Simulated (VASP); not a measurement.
# AlFe (Pm-3m) in VASP: notebook, part 2 of 2

VASP 6.6.1. The steps go on from the part before.

## Step 3: Single point, LDA, collinear spin, ferromagnetic start (13.06 Å³/atom)

This run uses another cell than the first one, of 13.06 Å³/atom.

The input, INCAR:

```
PREC = Accurate
ENCUT = 520
EDIFF = 1E-6
ISMEAR = -1
SIGMA = 0.05
LREAL = False
LASPH = True
NELM = 150
ALGO = Normal
ISIF = 2
LWAVE = False
LCHARG = False
ISPIN = 2
MAGMOM = 3 0
LORBIT = 11
LMAXMIX = 4
NBANDS = 16
```

The input, KPOINTS:

```
regular mesh
0
Gamma
  9 9 9
```

The input, POSCAR:

```
AlFe
1.0
    2.9670733132      0.0000000000      0.0000000000
    0.0000000000      2.9670733132      0.0000000000
    0.0000000000      0.0000000000      2.9670733132
Fe Al
1 1
Direct
    0.5000000000      0.5000000000      0.5000000000
    0.0000000000      0.0000000000      0.0000000000
```

Potentials or basis: VASP PAW LDA potentials, release 64 (Fe, Al).

Command:

```console
cat potpaw_LDA.64/Fe/POTCAR potpaw_LDA.64/Al/POTCAR > POTCAR
mpirun -np 1 vasp_std > vasp.out
```

OUTCAR:

```text
PREC = Accurate
   ENCUT = 520
   EDIFF = 1E-6
   ISMEAR = -1
   LREAL = False
   LASPH = True
   NELM = 150
   ISIF = 2
   ISPIN = 2
   LORBIT = 11

 ion  position               nearest neighbor table
   1  0.500  0.500  0.500-   2 2.57   2 2.57   2 2.57   2 2.57   2 2.57   2 2.57   2 2.57   2 2.57

   2  0.000  0.000  0.000-   1 2.57   1 2.57   1 2.57   1 2.57   1 2.57   1 2.57   1 2.57   1 2.57

  LATTYP: Found a simple cubic cell.
 ALAT       =     2.9670733132

  Lattice vectors:

 A1 = (   2.9670733132,   0.0000000000,   0.0000000000)
 A2 = (   0.0000000000,   2.9670733132,   0.0000000000)
[... 1126 lines left out ...]

 VOLUME and BASIS-vectors are now :
 -----------------------------------------------------------------------------
  energy-cutoff  :      520.00
  volume of cell :       26.12
      direct lattice vectors                 reciprocal lattice vectors
     2.967073313  0.000000000  0.000000000     0.337032454  0.000000000  0.000000000
     0.000000000  2.967073313  0.000000000     0.000000000  0.337032454  0.000000000
     0.000000000  0.000000000  2.967073313     0.000000000  0.000000000  0.337032454

 POSITION                                       TOTAL-FORCE (eV/Angst)
 -----------------------------------------------------------------------------------
      1.48354      1.48354      1.48354         0.000000      0.000000      0.000000
      0.00000      0.00000      0.00000         0.000000      0.000000      0.000000
 -----------------------------------------------------------------------------------
    total drift:                                0.000000     -0.000000     -0.000000

  FREE ENERGIE OF THE ION-ELECTRON SYSTEM (eV)
  ---------------------------------------------------
  free  energy   TOTEN  =       -14.0255181389 eV

  energy  without entropy=      -14.0041967487  energy(sigma->0) =      -14.01485744

 total charge

# of ion       s       p       d       tot
------------------------------------------
    1        0.400   0.428   6.438   7.266
    2        0.396   0.400   0.000   0.796
--------------------------------------------------
tot          0.796   0.828   6.438   8.062

 magnetization (x)

# of ion       s       p       d       tot
------------------------------------------
    1       -0.003   0.001   0.683   0.681
    2       -0.007  -0.013   0.000  -0.020
--------------------------------------------------
tot         -0.009  -0.012   0.683   0.662
```

Run time: 36 s. Hardware: 1 thread of Intel Xeon 8259CL, shared host; peak memory 0.15 GiB.

What came out:

* Free energy: -14.0255 eV
* Pressure: -22.8 GPa
* Net moment: 0.64 μB per cell
* Site moments: Fe +0.68; Al -0.02 μB
* Valence electrons inside the program's atomic spheres: Fe 7.27; Al 0.80

Levels at points of the mesh, in eV from the Fermi level:
Spin up:
```tsv
k point	band 3	band 4	band 5	band 6	band 7	band 8	band 9	band 10
(0.00, 0.00, 0.00)	-2.21	-0.29	-0.29	-0.29	5.81	5.81	5.81	8.92
```
Spin down:
```csv
k point,band 3,band 4,band 5,band 6,band 7,band 8
"(0.00, 0.00, 0.00)",-1.85,0.38,0.38,0.38,5.84,5.84
```

Caveat: the cell stands under tension.

## Step 4: Single point, BLYP+D3(BJ), collinear spin, ferromagnetic start

This run uses another cell than the first one, of 11.27 Å³/atom.

The input, INCAR:

```
SYSTEM = AlFe
  PREC = Accurate
  ENCUT = 520
  EDIFF = 1E-6
  ISMEAR = -1
  SIGMA = 0.05
  LREAL = .False.
  LASPH = .True.
  NELM = 150
  ALGO = Normal
  ISIF = 2
  LWAVE = .False.
  LCHARG = .False.
  ISPIN = 2
  MAGMOM = 3 0
  LORBIT = 11
  LMAXMIX = 4
  GGA = B5
  ALDAX = 1.0
  AGGAX = 1.0
  AGGAC = 1.0
  ALDAC = 0.0
  IVDW = 12
  VDW_S6 = 1.0
  VDW_S8 = 2.6996
  VDW_A1 = 0.4298
  VDW_A2 = 4.2359
  NBANDS = 16
```

The input, KPOINTS:

```
Automatic mesh
0
Gamma
  9 9 9
  0 0 0
```

The input, POSCAR:

```
AlFe
1.0
    2.8250160527      0.0000000000      0.0000000000
    0.0000000000      2.8250160527      0.0000000000
    0.0000000000      0.0000000000      2.8250160527
Fe Al
1 1
Direct
    0.5000000000      0.5000000000      0.5000000000
    0.0000000000      0.0000000000      0.0000000000
```

Potentials or basis: VASP PAW PBE potentials, release 64 (Fe, Al).

Command:

```console
cat potpaw_PBE.64/Fe/POTCAR potpaw_PBE.64/Al/POTCAR > POTCAR
mpirun -np 1 vasp_std > vasp.out
```

Wall time 24 s (1 thread of Intel Xeon Platinum 8259CL at 2.50GHz (Skylake/Cascade Lake), shared host); peak memory 0.17 GiB.

The run converged. Its results:

```yaml
Free_energy: -12.4252 eV
Pressure: 0.5 GPa
Net_moment: 0.51 μB per cell
Site_moments: Fe +0.54; Al -0.02 μB
Valence_electrons_inside_the_program's_atomic_spheres: Fe 7.58; Al 0.86
Dispersion_energy_per_atom: -0.978 eV
```

Levels at points of the mesh, in eV from the Fermi level:
Spin up:
```csv
k point,band 4,band 5,band 6,band 7,band 8,band 9
"(0.00, 0.00, 0.00)",-0.22,-0.22,-0.22,6.78,6.78,6.78
```
Spin down:
```
           k point  band 2  band 3  band 4  band 5  band 6  band 7  band 8  band 9
(0.00, 0.00, 0.00)   -2.26   -2.26    0.42    0.42    0.42    6.81    6.81    6.81
```

Caveat: the PAW data sets were made with another functional, which shifts forces and pressure a little.

## Step 5: Single point, BLYP+D4, collinear spin, ferromagnetic start

This run uses another cell than the first one, of 11.45 Å³/atom.

The input, INCAR:

```
  AGGAC = 1.0
  AGGAX = 1.0
  ALDAC = 0.0
  ALDAX = 1.0
  ALGO = Normal
  EDIFF = 1E-6
  ENCUT = 520
  GGA = B5
  ISIF = 2
  ISMEAR = -1
  ISPIN = 2
  IVDW = 13
  LASPH = True
  LCHARG = True
  LELF = True
  LMAXMIX = 4
  LORBIT = 11
  LREAL = False
  LVHAR = True
  LWAVE = False
  MAGMOM = 3 0
  NBANDS = 16
  NELM = 150
  PREC = Accurate
  SIGMA = 0.05
  VDW_A1 = 0.44488865
  VDW_A2 = 4.0933009
  VDW_S6 = 1.0
  VDW_S8 = 2.34076671
```

The input, KPOINTS:

```
k-points
0
Gamma
  9 9 9
```

The input, POSCAR:

```
AlFe
1.0
    2.8400630893      0.0000000000      0.0000000000
    0.0000000000      2.8400630893      0.0000000000
    0.0000000000      0.0000000000      2.8400630893
Fe Al
1 1
Direct
    0.5000000000      0.5000000000      0.5000000000
    0.0000000000      0.0000000000      0.0000000000
```

Command:

```console
cat potpaw_PBE.64/Fe/POTCAR potpaw_PBE.64/Al/POTCAR > POTCAR
mpirun -np 1 vasp_std > vasp.out
```

Wall time 25 s (1 thread of Intel Xeon Platinum 8259CL at 2.50GHz (Skylake/Cascade Lake), shared host); peak memory 0.16 GiB.

It converged, with:

| Quantity | Value |
| --- | --- |
| Free energy | -12.0976 eV |
| Pressure | 0.5 GPa |
| Net moment | 0.52 μB per cell |
| Site moments | Fe +0.56; Al -0.02 μB |
| Valence electrons inside the program's atomic spheres | Fe 7.55; Al 0.85 |
| Dispersion energy per atom | -0.799 eV |

Levels at points of the mesh, in eV from the Fermi level:
Spin up:
| k point | band 2 | band 3 | band 4 | band 5 | band 6 | band 7 | band 8 | band 9 | band 10 | band 11 |
| --- | --- | --- | --- | --- | --- | --- | --- | --- | --- | --- |
| (0.00, 0.00, 0.00) | -2.43 | -2.43 | -0.24 | -0.24 | -0.24 | 6.67 | 6.67 | 6.67 | 9.78 | 9.78 |
Spin down:
| k point | band 1 | band 2 | band 3 | band 4 | band 5 | band 6 | band 7 | band 8 | band 9 | band 10 |
| --- | --- | --- | --- | --- | --- | --- | --- | --- | --- | --- |
| (0.00, 0.00, 0.00) | -10.45 | -2.21 | -2.21 | 0.41 | 0.41 | 0.41 | 6.70 | 6.70 | 6.70 | 9.81 |

Caveat: the PAW data sets were made with another functional, which shifts forces and pressure a little.

## Step 6: The runs side by side

| level | potentials or basis | cell | gap on the mesh (eV) | pressure (GPa) | moment (μB) |
| --- | --- | --- | --- | --- | --- |
| LDA | VASP PAW LDA potentials, release 64 (Fe, Al) | a = 2.948 Å, 2 atoms | none | -20.8 | 0.63 |
| LDA | VASP PAW LDA potentials, release 64 (Fe, Al) | a = 2.967 Å, 2 atoms | none | -22.8 | 0.64 |
| BLYP+D3(BJ) | VASP PAW PBE potentials, release 64 (Fe, Al) | a = 2.825 Å, 2 atoms | none | 0.5 | 0.51 |
| BLYP+D4 | VASP PAW PBE potentials, release 64 (Fe, Al) | a = 2.840 Å, 2 atoms | none | 0.5 | 0.52 |

Alike in all rows: task single point; spin collinear, ferromagnetic start; k mesh 9 × 9 × 9; cutoff (eV) 520; smearing fermi-dirac 0.05 eV.

Caveats: the cell stands under tension (at least some runs); the PAW data sets were made with another functional, which shifts forces and pressure a little (at least some runs).

Absolute energies hang on the potentials; compare differences alone.
